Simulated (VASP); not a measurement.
Runs of VASP 6.6.1 on Hf. The structure is that of space group I4/mmm (No. 139), or close to it. The cells are those of the table. 

```tsv
cell	gap on the mesh (eV)	pressure (GPa)
a = 3.076, b = 3.076, c = 3.314 Å, angles 57.4, 57.4, 65.2°, 1 atom	none	2.0
a = 3.102, b = 3.102, c = 3.228 Å, angles 58.6, 58.6, 62.7°, 1 atom	none	2.1
a = 3.059, b = 3.059, c = 3.411 Å, angles 56.1, 56.1, 67.8°, 1 atom	none	(a)
a = 3.336, b = 3.336, c = 2.877 Å, angles 64.5, 64.5, 51.1°, 1 atom	none	(b)
a = 3.120, b = 3.120, c = 3.183 Å, angles 59.3, 59.3, 61.3°, 1 atom	none	2.2
```

Alike in all rows: task single point; level r2SCAN; potentials or basis VASP PAW PBE potentials, release 64 (Hf_pv); no spin polarisation; k mesh 20 × 20 × 20; cutoff (eV) 520; smearing gaussian 0.15 eV.

Fill in the values left out.

(a) 1.5; (b) 0.9.

Caveats: the PAW data sets were made with another functional, which shifts forces and pressure a little; spin-orbit coupling is left out, which moves the levels of the heavy elements.

A k mesh can miss the band edges, and the runs leave out spin-orbit coupling on Hf.

A gap of «none» marks levels without a gap at the run's occupations.
